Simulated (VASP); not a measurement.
Here is a VASP 6.6.1 calculation.

The input INCAR:

```
SYSTEM = RbHgBr2
PREC = Accurate
ENCUT = 600
EDIFF = 1E-6
ISMEAR = 0
SIGMA = 0.1
LREAL = .FALSE.
LASPH = .TRUE.
NELM = 100
ALGO = Normal
ISIF = 3
LWAVE = .FALSE.
LCHARG = .FALSE.
GGA = PE
IBRION = 2
NSW = 100
EDIFFG = -0.01
```

Contents of KPOINTS:

```
Automatic mesh
0
G
  8 8 10
  0 0 0
```

File POSCAR:

```
RbHgBr2
1.0
    5.8736496258      0.0000000000      0.0000000000
    0.0000000000      5.8736496258      0.0000000000
    0.0000000000      0.0000000000      4.5168839405
Rb Hg Br
1 1 2
Direct
    0.5000000000      0.5000000000      0.5000000000
    0.0000000000      0.0000000000      0.0000000000
    0.5000000000      0.0000000000      0.0000000000
    0.0000000000      0.5000000000      0.0000000000
```

Potentials or basis: VASP PAW PBE potentials, release 64 (Rb_sv, Hg, Br).

Run with:

```sh
$ cat potpaw_PBE.64/Rb_sv/POTCAR potpaw_PBE.64/Hg/POTCAR potpaw_PBE.64/Br/POTCAR > POTCAR
$ mpirun -np 1 vasp_std > vasp.out
```

Q: What does it give for the relaxed cell?

A: a = 5.888 Å, b = 5.888 Å, c = 4.457 Å, α = 90.00°, β = 90.00°, γ = 90.00°.

Q: Estimate the space group after relaxing (to 0.05 Å).

A: P4/mmm (No. 123).

The path:
```tsv
step	energy change (eV)	largest force (eV/Å)	pressure (GPa)	volume (Å³)
1	0.0000	0.0000	0.03	155.83
2	-0.0004	0.0000	-0.02	155.99
3	-0.0006	0.0000	-0.08	156.22
4	-0.0008	0.0000	-0.06	155.75
5	-0.0010	0.0000	0.00	154.54
```

Caveat: an odd number of electrons without spin polarisation forces a metal; a magnetic or distorted state may lie lower.
